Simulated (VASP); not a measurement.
Set up this calculation in VASP 6.6.1, as the native input.

- Task: single point
- Functional: PBE
- Dispersion: D3(BJ)
- Potentials or basis: VASP PAW PBE potentials, release 64 (B, N)
- Cutoff: 520 eV
- k mesh: 10 × 10 × 4
- Occupations: gaussian, width 0.01 eV
- Spin: no spin polarisation
- Dipole correction: no
- Further INCAR settings: ALGO = Normal; EDIFF = 1e-06; NBANDS = 16

The structure of BN (hexagonal boron nitride) lies in POSCAR:

```
BN
1.0
    2.5065299623      0.0000000000      0.0000000000
   -1.2532649811      2.1707186227      0.0000000000
    0.0000000000      0.0000000000      6.6179914897
B N
2 2
Direct
    0.3333333333      0.6666666667      0.2500000000
    0.6666666667      0.3333333333      0.7500000000
    0.6666666667      0.3333333333      0.2500000000
    0.3333333333      0.6666666667      0.7500000000
```

These files were run (other wordings do the same):

INCAR

```
PREC = Accurate
ENCUT = 520
EDIFF = 1E-6
ISMEAR = 0
SIGMA = 0.01
LREAL = F
LASPH = T
NELM = 80
ALGO = Normal
ISIF = 2
LWAVE = F
LCHARG = T
GGA = PE
IVDW = 12
LELF = T
LVHAR = T
NBANDS = 16
```

KPOINTS

```
regular mesh
0
Gamma
  10 10 4
```

Potentials or basis: VASP PAW PBE potentials, release 64 (B, N).

The run is started by

```sh
$ cat potpaw_PBE.64/B/POTCAR potpaw_PBE.64/N/POTCAR > POTCAR
$ mpirun -np 1 vasp_std > vasp.out
```

Results of the run:

```yaml
Pressure: 0.0 GPa
Band_gap_on_the_k_mesh: 4.22 eV, indirect (least direct gap 4.66 eV)
Dispersion_energy_per_atom: -0.141 eV
```

Run time: 10 s on 1 thread of Intel(R) Xeon(R) 6975P-C (Granite Rapids), with other jobs on the host, peak memory 0.16 GiB.
